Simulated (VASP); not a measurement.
# Sc2TaF3 (Cmmm) in VASP: further runs, part 2 of 3

VASP 6.6.1. Earlier steps stand in the parts before.

## (3) Single point, PBE

This run uses another cell than the first one, of 15.48 Å³/atom.

INCAR

```
PREC = Accurate
ENCUT = 520
EDIFF = 1E-7
ISMEAR = 0
SIGMA = 0.1
LREAL = False
LASPH = True
NELM = 60
ALGO = Normal
ISIF = 2
LWAVE = False
LCHARG = True
GGA = PE
LELF = True
LVHAR = True
NBANDS = 36
```

KPOINTS

```
Automatic mesh
0
Gamma
  4 4 6
```

POSCAR

```
Sc2TaF3
1.0
    2.0562459436     -7.6371287338      0.0000000000
    2.0562459436      7.6371287338      0.0000000000
    0.0000000000      0.0000000000      2.9569604084
Sc Ta F
2 1 3
Direct
    0.6512491870      0.3487508130      0.5000000000
    0.3487508130      0.6512491870      0.5000000000
    0.0000000000      0.0000000000      0.0000000000
    0.2104063860      0.7895936140      0.5000000000
    0.7895936140      0.2104063860      0.5000000000
    0.5000000000      0.5000000000      0.0000000000
```

Potentials or basis: VASP PAW PBE potentials, release 64 (Sc_sv, Ta_pv, F).

Launch:

```bash
$ cat potpaw_PBE.64/Sc_sv/POTCAR potpaw_PBE.64/Ta_pv/POTCAR potpaw_PBE.64/F/POTCAR > POTCAR
$ mpirun -np 1 vasp_std > vasp.out
```

OUTCAR:

```text
PREC = Accurate
   ENCUT = 520
   EDIFF = 1E-7
   ISMEAR = 0
   LREAL = False
   LASPH = True
   NELM = 60
   ISIF = 2
   GGA = PE

 ion  position               nearest neighbor table
   1  0.651  0.349  0.500-   5 2.11   4 2.25   4 2.25   3 3.43   3 3.43   3 3.43   3 3.43
   2  0.349  0.651  0.500-   4 2.11   5 2.25   5 2.25   3 3.43   3 3.43   3 3.43   3 3.43
   3  0.000  0.000  0.000-   6 2.06   6 2.06   2 3.43   2 3.43   1 3.43   1 3.43   1 3.43   2 3.43
                             2 3.43   1 3.43
   4  0.210  0.790  0.500-   2 2.11   1 2.25   1 2.25
   5  0.790  0.210  0.500-   1 2.11   2 2.25   2 2.25
   6  0.500  0.500  0.000-   3 2.06   3 2.06

  LATTYP: Found a base centered orthorhombic cell.
 ALAT       =     4.1124918872
 B/A-ratio  =     3.7141124862
 C/A-ratio  =     0.7190191469

  Lattice vectors:

 A1 = (   2.0562459436,  -7.6371287338,   0.0000000000)
 A2 = (   2.0562459436,   7.6371287338,   0.0000000000)
 A3 = (   0.0000000000,   0.0000000000,   2.9569604084)

Analysis of symmetry for initial positions (statically):
=====================================================================
 Subroutine PRICEL returns:
 Original cell was already a primitive cell.

 Routine SETGRP: Setting up the symmetry group for a
 base centered orthorhombic supercell.

 Subroutine GETGRP returns: Found  8 space group operations
 (whereof  8 operations were pure point group operations)
 out of a pool of  8 trial point group operations.

The static configuration has the point symmetry D_2h.

Analysis of symmetry for dynamics (positions and initial velocities):
=====================================================================
 Subroutine PRICEL returns:
 Original cell was already a primitive cell.

 Routine SETGRP: Setting up the symmetry group for a
[... 132 lines left out ...]
   IMIX   =      4    mixing-type and parameters
     AMIX     =   0.40;   BMIX     =  1.00
     AMIX_MAG =   1.60;   BMIX_MAG =  1.00
  volume/ion in A,a.u.               =      15.48       104.45
  Fermi-wavevector in a.u.,A,eV,Ry     =   1.366404  2.582130 25.402900  1.867060
  Thomas-Fermi vector in A             =   2.492548
   LORBIT       =      0    0 simple, 1 ext, 2 COOP (PROOUT), +10 PAW based schemes
   GGA     = PE    functional components
   LHFCALC =     F    Hartree Fock is set to
   AEXX    =    0.0000 exact exchange contribution
   IVDW    =     0    specifies the selected vdW correction
   LEPSILON=     F    determine dielectric tensor
   LRPA    =     F    only Hartree local field effects (RPA)
 non-spin polarized calculation
 Gauss-broadening in eV      SIGMA  =   0.10
  energy-cutoff  :      520.00
  volume of cell :       92.87
 maximum number of plane-waves:      2533
 NGX is ok and might be reduce to    60
   NGX = 29   NGY = 29   NGZ = 11

 number of electron      53.9999981 magnetization

 Free energy of the ion-electron system (eV)
  ---------------------------------------------------
  ext. energy  EPLUGINS =         0.00000000
  ---------------------------------------------------
  free energy    TOTEN  =       -40.14758736 eV

  energy without entropy =      -40.13503730  energy(sigma->0) =      -40.14131233

 E-fermi :   4.7449     XC(G=0): -10.5102

 val. band max:        4.6844046666   @ k =   0.5000   0.2500   0.3333
 cond. band min:       4.7676918771   @ k =   0.5000   0.0000   0.5000
 fundamental gap:      0.0832872105
 Fermi energy:         4.7449308926

 k-point     1 :       0.0000    0.0000    0.0000
  band No.  band energies     occupation
      1     -45.5734      2.00000
      2     -45.5638      2.00000
      3     -30.6357      2.00000
      4     -30.0073      2.00000
      5     -29.7421      2.00000
      6     -24.6438      2.00000
[... 925 lines left out ...]
     35       7.7290      0.00000
     36       8.1100      0.00000

 [... further k-points ...]

------------------------ aborting loop because EDIFF is reached ----------------------------------------

  FORCE on cell =-STRESS in cart. coord.  units (eV):
  Direction    XX          YY          ZZ          XY          YZ          ZX
  --------------------------------------------------------------------------------------
  -------------------------------------------------------------------------------------
  Total       -0.0350343      0.2353534     -0.2136943     -0.0000000      0.0000000      0.0000000
  in kB       -0.6043993      4.0602269     -3.6865736     -0.0000000      0.0000000      0.0000000
  external PRESSURE =      -0.0769153 kB  Pullay stress =       0.0000000 kB

 VOLUME and BASIS-vectors are now :
 -----------------------------------------------------------------------------
  energy-cutoff  :      520.00
  volume of cell :       92.87
      direct lattice vectors                 reciprocal lattice vectors
     2.056245944 -7.637128734  0.000000000     0.243161574 -0.065469631  0.000000000
     2.056245944  7.637128734  0.000000000     0.243161574  0.065469631  0.000000000
     0.000000000  0.000000000  2.956960408     0.000000000  0.000000000  0.338185116

 POSITION                                       TOTAL-FORCE (eV/Angst)
 -----------------------------------------------------------------------------------
      2.05625     -2.31022      1.47848        -0.000000      0.037743      0.000000
      2.05625      2.31022      1.47848        -0.000000     -0.037743      0.000000
      0.00000      0.00000      0.00000        -0.000000      0.000000      0.000000
      2.05625      4.42333      1.47848        -0.000000      0.026162      0.000000
      2.05625     -4.42333      1.47848        -0.000000     -0.026162     -0.000000
      2.05625      0.00000      0.00000         0.000000      0.000000      0.000000
 -----------------------------------------------------------------------------------
    total drift:                                0.000000      0.000000     -0.000000

  FREE ENERGIE OF THE ION-ELECTRON SYSTEM (eV)
  ---------------------------------------------------
  free  energy   TOTEN  =       -40.1475873619 eV

  energy  without entropy=      -40.1350373019  energy(sigma->0) =      -40.14131233
```

Wall time 1.8 min (1 thread of Intel Xeon 6975P-C (Granite Rapids), shared host); peak memory 0.32 GiB.

Results:

- Free energy: -40.1476 eV
- Pressure: 0.0 GPa
- Largest force: 0.038 eV/Å
- Band gap on the k mesh: zero (bands 27 and 28 overlap by 0.64 eV)

Forces in eV/Å, atoms in the order of the input:
```
Sc   0.000  0.038  0.000
Sc   0.000 -0.038  0.000
Ta   0.000  0.000  0.000
F    0.000  0.026  0.000
F    0.000 -0.026  0.000
F    0.000  0.000  0.000
```

Caveat: the k points lie up to 0.40 Å⁻¹ apart, too coarse for converged energies and pressures of a metal; spin-orbit coupling is left out, which moves the levels of the heavy elements.

## (4) Relaxation of cell and atoms, PBE

INCAR

```
SYSTEM = Sc2TaF3
  ALGO = Normal
  EDIFF = 1E-6
  EDIFFG = -0.04
  ENCUT = 600
  GGA = PE
  IBRION = 2
  ISIF = 3
  ISMEAR = 0
  LASPH = .True.
  LCHARG = .False.
  LREAL = .False.
  LWAVE = .False.
  NELM = 60
  NSW = 90
  PREC = Accurate
  SIGMA = 0.1
```

KPOINTS

```
k-points
0
Gamma
  4 4 6
  0 0 0
```

POSCAR

```
Sc2TaF3
1.0
    2.2610594900     -5.0197699000      0.0000000000
    2.2610594900      5.0197699000      0.0000000000
    0.0000000000      0.0000000000      3.5341532400
Sc Ta F
2 1 3
Direct
    0.6562623200      0.3437376800      0.5000000000
    0.3437376800      0.6562623200      0.5000000000
    0.0000000000      0.0000000000      0.0000000000
    0.1478336900      0.8521663100      0.5000000000
    0.8521663100      0.1478336900      0.5000000000
    0.5000000000      0.5000000000      0.0000000000
```

Launch:

```bash
$ cat potpaw_PBE.64/Sc_sv/POTCAR potpaw_PBE.64/Ta_pv/POTCAR potpaw_PBE.64/F/POTCAR > POTCAR
$ mpirun -np 1 vasp_std > vasp.out
```

It took 28 min on 1 thread of Intel Xeon 6975P-C (Granite Rapids), shared host; peak memory 0.3 GiB.

Results (log left out):

| Item | Value |
| --- | --- |
| Free energy | -39.4916 eV |
| Relaxed volume | 14.66 Å³/atom |
| Relaxed cell | a = 7.235 Å, b = 7.235 Å, c = 3.012 Å, α = 90.00°, β = 90.00°, γ = 146.10° |
| Space group after relaxing (to 0.1 Å) | Cmmm (No. 65) |
| Energy gained by relaxing | 548.6 meV/atom |
| Ionic steps | 37 |
| Pressure after relaxing | -0.1 GPa |
| Largest force after relaxing | 0.026 eV/Å |
| Band gap on the k mesh | zero (bands 27 and 28 overlap by 0.33 eV) |

Forces on the atoms (eV/Å):
```
Sc   0.000  0.026  0.000
Sc   0.000 -0.026  0.000
Ta   0.000  0.000  0.000
F    0.000 -0.022  0.000
F    0.000  0.022  0.000
F    0.000  0.000  0.000
```

Stress tensor (GPa, compression positive):
```
-0.18  0.00  0.00
 0.00 -0.05  0.00
 0.00  0.00 -0.03
```

The path:
```csv
step,energy change (eV),largest force (eV/Å),pressure (GPa),volume (Å³)
1,0.0000,2.1522,14.97,80.23
2,-0.6753,0.7994,-4.64,95.48
3,-0.7265,0.7040,-1.29,91.29
4,-0.8386,0.8275,-0.59,90.40
5,-1.1351,1.0752,2.24,87.59
6,-0.7909,2.5207,13.52,81.33
7,-1.2239,1.0786,4.34,85.96
8,-1.2884,1.0346,3.78,86.45
9,-1.4320,0.9601,2.27,87.88
10,-1.6316,1.4900,-0.54,90.53
11,-1.4339,2.9778,-6.36,94.98
12,-1.7750,1.8926,-2.29,91.80
13,-1.7921,2.2759,-3.91,92.90
14,-1.7981,2.1111,-3.24,92.42
15,-1.8912,2.2058,-3.93,92.70
16,-1.9997,2.3232,-5.00,93.15
17,-2.0172,2.6116,-6.51,93.95
18,-2.3036,2.3795,-4.68,92.56
19,-2.5767,1.0275,3.18,89.34
20,-2.5899,1.2867,0.38,90.23
21,-2.5958,1.0475,1.23,89.94
22,-2.6671,0.8938,0.47,90.49
23,-2.8361,0.6206,-1.61,92.13
24,-2.9783,0.6263,-4.62,95.31
25,-3.0731,0.5975,-3.73,93.99
26,-3.1916,0.4485,-1.06,91.29
27,-3.1992,0.3436,0.50,90.12
28,-3.2003,0.3677,0.04,90.45
29,-3.2418,0.0708,-0.91,90.19
30,-3.2514,0.3247,-1.53,89.96
31,-3.2706,0.2651,-0.42,88.76
32,-3.2798,0.1685,1.14,87.21
33,-3.2892,0.1262,0.31,87.54
34,-3.2898,0.1177,0.03,87.66
35,-3.2910,0.0505,0.20,87.69
36,-3.2910,0.0464,0.25,87.70
37,-3.2914,0.0256,-0.08,87.96
```

Final structure:
```
CELL_PARAMETERS angstrom
2.10942 -6.92107 0.00000
2.10942 6.92107 0.00000
0.00000 0.00000 3.01237
ATOMIC_POSITIONS crystal
Sc 0.64543 0.35457 0.50000
Sc 0.35457 0.64543 0.50000
Ta 0.00000 0.00000 0.00000
F 0.20721 0.79279 0.50000
F 0.79279 0.20721 0.50000
F 0.50000 0.50000 0.00000
```

Levels at points of the mesh, in eV from the Fermi level:
```tsv
k point	band 24	band 25	band 26	band 27	band 28	band 29	band 30	band 31
(0.00, 0.00, 0.00)	-4.24	-2.15	-1.10	-0.84	0.58	1.33	1.40	1.71
(0.50, 0.00, 0.00)	-3.65	-1.26	-0.94	-0.30	0.29	0.70	1.18	1.94
(0.50, 0.50, 0.00)	-3.82	-1.76	-1.47	-1.09	0.60	1.22	1.55	1.58
(0.00, 0.00, 0.50)	-1.97	-1.16	-1.16	-0.64	0.57	1.10	1.66	1.69
(0.50, 0.00, 0.50)	-1.40	-0.80	-0.36	0.15	0.17	0.94	0.98	1.71
(0.50, 0.50, 0.50)	-1.94	-1.38	-0.99	-0.34	0.15	1.36	1.45	1.48
```

Caveat: the k points lie up to 0.39 Å⁻¹ apart in the final cell; a cell axis changed by over 15 % at a fixed basis, so the end point is rough; spin-orbit coupling is left out, which moves the levels of the heavy elements.

(Part 2 of 3 ends here.)

The gap in the log of VASP goes by the Fermi energy; the results here count the filled bands.